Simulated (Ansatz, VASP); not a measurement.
## Mg2AlGaC6N6 in VASP and in Ansatz

```
Mg Al Ga C N
1.0
     0.00000    5.31152    5.31152
     5.31152    0.00000    5.31152
     5.31152    5.31152    0.00000
Mg Al Ga C N
2 1 1 6 6
Direct
  0.25000 0.25000 0.25000
  0.75000 0.75000 0.75000
  0.50000 0.50000 0.50000
  0.00000 0.00000 0.00000
  0.79580 0.20420 0.20420
  0.20420 0.79580 0.20420
  0.20420 0.20420 0.79580
  0.20420 0.79580 0.79580
  0.79580 0.20420 0.79580
  0.79580 0.79580 0.20420
  0.68604 0.31396 0.31396
  0.31396 0.68604 0.31396
  0.31396 0.31396 0.68604
  0.31396 0.68604 0.68604
  0.68604 0.31396 0.68604
  0.68604 0.68604 0.31396
```

Alike in both runs: functional PBE; k mesh 6 × 6 × 6; occupations gaussian, width 0.02 eV; no spin polarisation.

Ansatz relaxed the structure, and its values are those at the end. VASP's run is a single point on that final structure, the one shown.

|  | VASP | Ansatz |
| --- | --- | --- |
| version | VASP 6.6.1 | Ansatz 0.2.0 |
| potentials or method | VASP PAW PBE potentials, release 64 (Mg, Al, Ga_d, C, N), cutoff 520 eV | scalar-relativistic, plane waves, PAW |
| valence electrons in the cell | 74 | 90 |

VASP gave:

| Quantity | Value |
| --- | --- |
| gap on the k mesh at the Fermi level (eV) | 0.98 |
| least direct gap on the mesh (eV) | 1.03 |
| pressure (GPa) | 0.4 |
| rms of the force components (eV/Å) | 0.208 |

Question: Estimate Ansatz's values.

Answer: gap on the k mesh at the Fermi level (eV): 0.97; least direct gap on the mesh (eV): 1.02; pressure (GPa): 0.0; rms of the force components (eV/Å): 0.000.

One of these differences is far larger than is usual between the two programs; its cause wasn't traced. With one functional, cell and mesh, what is left measures potentials, basis and numerics. VASP's potentials hold 74 valence electrons a cell and Ansatz's 90, so a difference there can come from the potentials and not from the codes.

Noted on VASP's run: the standard files for N, O and F lose accuracy on very short bonds.
